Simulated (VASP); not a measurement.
# AlRu (Pm-3m) in VASP: further runs, part 2 of 2

VASP 6.6.1.

**3. Relaxation of cell and atoms, PBEsol, target pressure 12 GPa, at which the enthalpy is minimised**

This run uses another cell than the first one, of 12.54 Å³/atom.

Contents of INCAR:

```
SYSTEM = AlRu
  ALGO = Fast
  EDIFF = 1E-6
  EDIFFG = -0.008
  ENCUT = 600
  GGA = PS
  IBRION = 2
  ISIF = 3
  ISMEAR = 0
  LASPH = .TRUE.
  LCHARG = .FALSE.
  LREAL = .FALSE.
  LWAVE = .FALSE.
  NELM = 100
  NSW = 70
  PREC = Accurate
  PSTRESS = 120.0
  SIGMA = 0.1
```

Contents of KPOINTS:

```
k-points
0
G
  14 14 14
  0 0 0
```

Contents of POSCAR:

```
AlRu
1.0
    2.9270508244      0.0000000000      0.0000000000
    0.0000000000      2.9270508244      0.0000000000
    0.0000000000      0.0000000000      2.9270508244
Al Ru
1 1
Direct
    0.0000000000      0.0000000000      0.0000000000
    0.5000000000      0.5000000000      0.5000000000
```

Potentials or basis: VASP PAW PBE potentials, release 64 (Al, Ru_pv).

Run with:

```bash
$ cat potpaw_PBE.64/Al/POTCAR potpaw_PBE.64/Ru_pv/POTCAR > POTCAR
$ mpirun -np 1 vasp_std > vasp.out
```

Run time: 59 s. Hardware: 1 thread of Intel Xeon 8259CL, shared host; peak memory 0.18 GiB.

The run converged. Its results:

```
Free energy                                                : -15.4729 eV
Relaxed volume                                             : 12.56 Å³/atom
Relaxed cell                                               : a = 2.928 Å, b = 2.928 Å, c = 2.928 Å, α = 90.00°, β = 90.00°, γ = 90.00°
Space group after relaxing (to 0.1 Å)                      : Pm-3m (No. 221)
Energy change on relaxing (the run minimises the enthalpy) : -1.3 meV/atom
Ionic steps                                                : 3
Pressure after relaxing                                    : 12.0 GPa
Band gap on the k mesh                                     : zero (an odd number of electrons rules out a gap without spin polarisation)
```

The path:
| step | energy change (eV) | largest force (eV/Å) | pressure (GPa) | volume (Å³) |
| --- | --- | --- | --- | --- |
| 1 | 0.0000 | 0.0000 | 12.43 | 25.08 |
| 2 | -0.0090 | 0.0000 | 11.04 | 25.20 |
| 3 | -0.0026 | 0.0000 | 11.98 | 25.11 |

Final structure:
```xyz
2
Lattice="2.9284 0.0000 0.0000 0.0000 2.9284 0.0000 0.0000 0.0000 2.9284" Properties=species:S:1:pos:R:3 pbc="T T T"
Al    0.0000    0.0000    0.0000
Ru    1.4642    1.4642    1.4642
```

Levels at points of the mesh, in eV from the Fermi level:
```
           k point  band 5  band 6  band 7  band 8  band 9  band 10  band 11  band 12
(0.00, 0.00, 0.00)   -3.95   -3.95    0.21    0.21    0.21     6.39     6.39     6.39
(0.50, 0.00, 0.00)   -5.58   -3.07   -1.74   -1.74    0.50     2.54     7.40    11.34
(0.50, 0.50, 0.00)   -3.36   -1.41   -1.41   -1.29   -1.29     1.70     5.72     6.96
(0.50, 0.50, 0.50)   -5.00   -5.00    1.81    1.81    3.00     4.26     4.26     4.26
```

Caveat: the cell is relaxed towards a set pressure, so the run minimises the enthalpy, not the energy; the PAW data sets were made with another functional, which shifts forces and pressure a little.

**4. Relaxation of cell and atoms, PBEsol, target pressure 4 GPa, at which the enthalpy is minimised**

This run uses another cell than the first one, of 12.95 Å³/atom.

Contents of INCAR:

```
SYSTEM = AlRu
PREC = Accurate
ENCUT = 600
EDIFF = 1E-6
ISMEAR = 0
SIGMA = 0.1
LREAL = .FALSE.
LASPH = .TRUE.
NELM = 80
ALGO = Normal
ISIF = 3
LWAVE = .FALSE.
LCHARG = .FALSE.
GGA = PS
IBRION = 2
NSW = 70
EDIFFG = -0.008
PSTRESS = 40.0
```

Contents of KPOINTS:

```
Automatic mesh
0
G
  14 14 14
  0 0 0
```

Contents of POSCAR:

```
AlRu
1.0
    2.9587851869      0.0000000000      0.0000000000
    0.0000000000      2.9587851869      0.0000000000
    0.0000000000      0.0000000000      2.9587851869
Al Ru
1 1
Direct
    0.0000000000      0.0000000000      0.0000000000
    0.5000000000      0.5000000000      0.5000000000
```

Run with:

```bash
$ cat potpaw_PBE.64/Al/POTCAR potpaw_PBE.64/Ru_pv/POTCAR > POTCAR
$ mpirun -np 1 vasp_std > vasp.out
```

Wall time 43 s (1 thread of Intel Xeon 8259CL, shared host); peak memory 0.18 GiB.

Results (log left out):

```
Free energy                                                : -15.5129 eV
Relaxed volume                                             : 12.96 Å³/atom
Relaxed cell                                               : a = 2.959 Å, b = 2.959 Å, c = 2.959 Å, α = 90.00°, β = 90.00°, γ = 90.00°
Space group after relaxing (to 0.1 Å)                      : Pm-3m (No. 221)
Energy change on relaxing (the run minimises the enthalpy) : -0.2 meV/atom
Ionic steps                                                : 3
Pressure after relaxing                                    : 4.0 GPa
Band gap on the k mesh                                     : zero (an odd number of electrons rules out a gap without spin polarisation)
```

The path:
| step | energy change (eV) | largest force (eV/Å) | pressure (GPa) | volume (Å³) |
| --- | --- | --- | --- | --- |
| 1 | 0.0000 | 0.0000 | 4.12 | 25.90 |
| 2 | -0.0009 | 0.0000 | 3.77 | 25.94 |
| 3 | -0.0003 | 0.0000 | 3.96 | 25.91 |

Final structure:
```
Al Ru
1.0
     2.95924    0.00000    0.00000
     0.00000    2.95924    0.00000
     0.00000    0.00000    2.95924
Al Ru
1 1
Cartesian
  0.0000 0.0000 0.0000
  1.4796 1.4796 1.4796
```

Levels at points of the mesh, in eV from the Fermi level:
```csv
k point,band 5,band 6,band 7,band 8,band 9,band 10,band 11,band 12
"(0.00, 0.00, 0.00)",-3.77,-3.77,0.20,0.20,0.20,6.23,6.23,6.23
"(0.50, 0.00, 0.00)",-5.53,-2.93,-1.67,-1.67,0.47,2.41,7.43,11.17
"(0.50, 0.50, 0.00)",-3.23,-1.39,-1.39,-1.22,-1.22,1.62,5.50,6.62
"(0.50, 0.50, 0.50)",-4.82,-4.82,1.72,1.72,2.80,4.18,4.18,4.18
```

Caveat: the cell is relaxed towards a set pressure, so the run minimises the enthalpy, not the energy; the PAW data sets were made with another functional, which shifts forces and pressure a little.

**5. Relaxation of cell and atoms, PBEsol, target pressure 1 GPa, at which the enthalpy is minimised**

This run uses another cell than the first one, of 13.05 Å³/atom.

Contents of INCAR:

```
PREC     = Accurate       # precision mode
ENCUT    = 600            # plane-wave cutoff, eV
EDIFF    = 1E-6           # SCF threshold, eV
ISMEAR   = 0              # smearing method
SIGMA    = 0.1            # smearing width, eV
LREAL    = F              # projectors in reciprocal space
LASPH    = T              # aspherical terms in the spheres
NELM     = 80             # most SCF steps
ALGO     = Fast           # electronic algorithm
ISIF     = 3              # what is computed and relaxed
LWAVE    = F              # write WAVECAR
LCHARG   = F              # write CHGCAR
GGA      = PS             # functional
IBRION   = 2              # ionic algorithm
NSW      = 70             # ionic steps
EDIFFG   = -0.008         # ionic threshold
PSTRESS  = 10.0
```

Contents of KPOINTS:

```
regular mesh
0
Gamma
  14 14 14
```

Contents of POSCAR:

```
AlRu
1.0
    2.9665632192      0.0000000000      0.0000000000
    0.0000000000      2.9665632192      0.0000000000
    0.0000000000      0.0000000000      2.9665632192
Al Ru
1 1
Direct
    0.0000000000      0.0000000000      0.0000000000
    0.5000000000      0.5000000000      0.5000000000
```

Run with:

```bash
$ cat potpaw_PBE.64/Al/POTCAR potpaw_PBE.64/Ru_pv/POTCAR > POTCAR
$ mpirun -np 1 vasp_std > vasp.out
```

Wall time 75 s (1 thread of Intel Xeon 8259CL, shared host); peak memory 0.19 GiB.

Results (log left out):

```
Free energy                                                : -15.5182 eV
Relaxed volume                                             : 13.13 Å³/atom
Relaxed cell                                               : a = 2.972 Å, b = 2.972 Å, c = 2.972 Å, α = 90.00°, β = 90.00°, γ = 90.00°
Space group after relaxing (to 0.1 Å)                      : Pm-3m (No. 221)
Energy change on relaxing (the run minimises the enthalpy) : -0.7 meV/atom
Ionic steps                                                : 3
Pressure after relaxing                                    : 1.0 GPa
Band gap on the k mesh                                     : zero (an odd number of electrons rules out a gap without spin polarisation)
```

Step by step:
```
step  energy change (eV)  largest force (eV/Å)  pressure (GPa)  volume (Å³)
   1              0.0000                0.0000            2.35        26.11
   2             -0.0012                0.0000           -1.25        26.52
   3             -0.0015                0.0000            1.01        26.25
```

Final structure:
```xyz
2
Lattice="2.9721 0.0000 0.0000 0.0000 2.9721 0.0000 0.0000 0.0000 2.9721" Properties=species:S:1:pos:R:3 pbc="T T T"
Al    0.0000    0.0000    0.0000
Ru    1.4860    1.4860    1.4860
```

Levels at points of the mesh, in eV from the Fermi level:
```csv
k point,band 5,band 6,band 7,band 8,band 9,band 10,band 11,band 12
"(0.00, 0.00, 0.00)",-3.70,-3.70,0.20,0.20,0.20,6.17,6.17,6.17
"(0.50, 0.00, 0.00)",-5.51,-2.87,-1.64,-1.64,0.46,2.36,7.44,11.10
"(0.50, 0.50, 0.00)",-3.17,-1.38,-1.38,-1.20,-1.20,1.58,5.41,6.48
"(0.50, 0.50, 0.50)",-4.74,-4.74,1.68,1.68,2.72,4.15,4.15,4.15
```

Caveat: the cell is relaxed towards a set pressure, so the run minimises the enthalpy, not the energy; the PAW data sets were made with another functional, which shifts forces and pressure a little.

**6. Single point, PBEsol**

This run uses another cell than the first one, of 13.18 Å³/atom.

Contents of INCAR:

```
SYSTEM = AlRu
  PREC = Accurate
  ENCUT = 520
  EDIFF = 1E-6
  ISMEAR = 0
  SIGMA = 0.1
  LREAL = .FALSE.
  LASPH = .TRUE.
  NELM = 60
  ALGO = Normal
  ISIF = 2
  LWAVE = .FALSE.
  LCHARG = .FALSE.
  GGA = PS
  NBANDS = 16
```

Contents of KPOINTS:

```
Automatic mesh
0
G
  14 14 14
  0 0 0
```

Contents of POSCAR:

```
AlRu
1.0
    2.9763144542      0.0000000000      0.0000000000
    0.0000000000      2.9763144542      0.0000000000
    0.0000000000      0.0000000000      2.9763144542
Al Ru
1 1
Direct
    0.0000000000      0.0000000000      0.0000000000
    0.5000000000      0.5000000000      0.5000000000
```

Potentials or basis: VASP PAW PBE potentials, release 64 (Al, Ru_pv).

Run with:

```bash
$ cat potpaw_PBE.64/Al/POTCAR potpaw_PBE.64/Ru_pv/POTCAR > POTCAR
$ mpirun -np 1 vasp_std > vasp.out
```

Wall time 36 s (1 thread of Intel Xeon 8259CL, shared host); peak memory 0.18 GiB.

It converged, with:

```
Free energy            : -15.5185 eV
Pressure               : 0.1 GPa
Band gap on the k mesh : zero (an odd number of electrons rules out a gap without spin polarisation)
```

Levels at points of the mesh, in eV from the Fermi level:
```csv
k point,band 5,band 6,band 7,band 8,band 9,band 10,band 11,band 12,band 13,band 14
"(0.00, 0.00, 0.00)",-3.67,-3.67,0.20,0.20,0.20,6.15,6.15,6.15,11.09,11.09
"(0.50, 0.00, 0.00)",-5.50,-2.85,-1.63,-1.63,0.46,2.34,7.44,11.08,11.08,12.00
"(0.50, 0.50, 0.00)",-3.15,-1.38,-1.38,-1.19,-1.19,1.57,5.38,6.44,10.72,12.00
"(0.50, 0.50, 0.50)",-4.72,-4.72,1.67,1.67,2.70,4.14,4.14,4.14,8.72,8.72
```

Caveat: the PAW data sets were made with another functional, which shifts forces and pressure a little.

**7. Summary**

| task | cell | cutoff (eV) | gap on the mesh (eV) | pressure (GPa) |
| --- | --- | --- | --- | --- |
| relaxation of cell and atoms | relaxed to 25 GPa from a = 2.883 Å, 2 atoms | 600 | none | 25.0 |
| relaxation of cell and atoms | relaxed to 12 GPa from a = 2.927 Å, 2 atoms | 600 | none | 12.0 |
| relaxation of cell and atoms | relaxed to 4 GPa from a = 2.959 Å, 2 atoms | 600 | none | 4.0 |
| relaxation of cell and atoms | relaxed to 1 GPa from a = 2.967 Å, 2 atoms | 600 | none | 1.0 |
| single point | a = 2.976 Å, 2 atoms | 520 | none | 0.1 |

Alike in all rows: level PBEsol; potentials or basis VASP PAW PBE potentials, release 64 (Al, Ru_pv); no spin polarisation; k mesh 14 × 14 × 14; smearing gaussian 0.1 eV.

Caveats: the PAW data sets were made with another functional, which shifts forces and pressure a little; the cell is relaxed towards a set pressure, so the run minimises the enthalpy, not the energy (at least some runs).

Total energies depend on the potentials used, so only differences within one code and one set of settings carry meaning.
